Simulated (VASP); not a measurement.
Set up this calculation in VASP 6.6.1, as the native input.

| Item | Value |
| --- | --- |
| Task | single point |
| Functional | PBE |
| Potentials or basis | VASP PAW PBE potentials, release 64 (Sn_d) |
| Cutoff | 500 eV |
| k mesh | 7 × 7 × 7 |
| Occupations | fermi-dirac, width 0.02 eV |
| Spin | no spin polarisation |
| Dipole correction | no |
| Further INCAR settings | ALGO = Normal; EDIFF = 1e-06; NBANDS = 21 |

The structure of Sn lies in POSCAR:

```
Sn
1.0
    0.0000000000      3.3256658574      3.3256658574
    3.3256658574      0.0000000000      3.3256658574
    3.3256658574      3.3256658574      0.0000000000
Sn
2
Direct
    0.0000000000      0.0000000000      0.0000000000
    0.2500000000      0.2500000000      0.2500000000
```

This isn't the form of Sn at room conditions, which is tetragonal (white tin).

The input as run:

INCAR

```
  PREC = Accurate
  ENCUT = 500
  EDIFF = 1E-6
  ISMEAR = -1
  SIGMA = 0.02
  LREAL = F
  LASPH = T
  NELM = 120
  ALGO = Normal
  ISIF = 2
  LWAVE = F
  LCHARG = F
  GGA = PE
  NBANDS = 21
  GGA_COMPAT = F
```

KPOINTS

```
regular mesh
0
Gamma
  7 7 7
```

Potentials or basis: VASP PAW PBE potentials, release 64 (Sn_d).

The run is started by

```sh
$ cat potpaw_PBE.64/Sn_d/POTCAR > POTCAR
$ mpirun -np 1 vasp_std > vasp.out
```

Results of the run:

* Pressure: 0.0 GPa
* Band gap on the k mesh: zero (bands 14 and 15 overlap by 0.20 eV)

Caveat: spin-orbit coupling is left out, which moves the levels of the heavy elements.

It took 45 s on 1 thread of Intel Xeon 8259CL, on a shared host, peak memory 0.2 GiB.
